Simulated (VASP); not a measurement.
The system is BaZnSbCl.

```
CELL_PARAMETERS angstrom
4.70218 0.00000 0.00000
0.00000 4.70218 0.00000
0.00000 0.00000 10.36020
ATOMIC_POSITIONS crystal
Ba 0.75000 0.75000 0.35079
Ba 0.25000 0.25000 0.64921
Cl 0.25000 0.75000 0.50000
Cl 0.75000 0.25000 0.50000
Zn 0.25000 0.75000 0.00000
Zn 0.75000 0.25000 0.00000
Sb 0.25000 0.25000 0.16604
Sb 0.75000 0.75000 0.83396
```

Base run:

| Property | Result |
| --- | --- |
| Program | VASP 6.6.1 |
| Functional | PBE |
| Potentials or basis | VASP PAW PBE potentials, release 64 (Ba_sv, Cl, Zn, Sb) |
| Cutoff | 520 eV |
| k mesh | 4 × 4 × 2 |
| Occupations | fermi-dirac, width 0.1 eV |
| Spin | no spin polarisation |

Its results: band gap on the k mesh zero (band 34 reaches 4.06 eV, above the bottom of band 35 at 3.99 eV); pressure 4.5 GPa; largest force 3.379 eV/Å.

**Question.** The run is repeated on the same cell with these changes: functional from PBE to revPBE. What comes out?

**Answer.** Band gap on the k mesh zero (band 34 reaches 4.15 eV, above the bottom of band 35 at 4.09 eV); pressure 5.8 GPa; largest force 3.482 eV/Å.

revPBE binds less tightly than PBE, so the same cell stands under more pressure.

Caveats: spin-orbit coupling is left out, which moves the levels of the heavy elements; forces of over 1 eV/Å act on the atoms, so gaps and moduli don't describe the material at rest (some runs); the PAW data sets were made with another functional, which shifts forces and pressure a little (some runs).
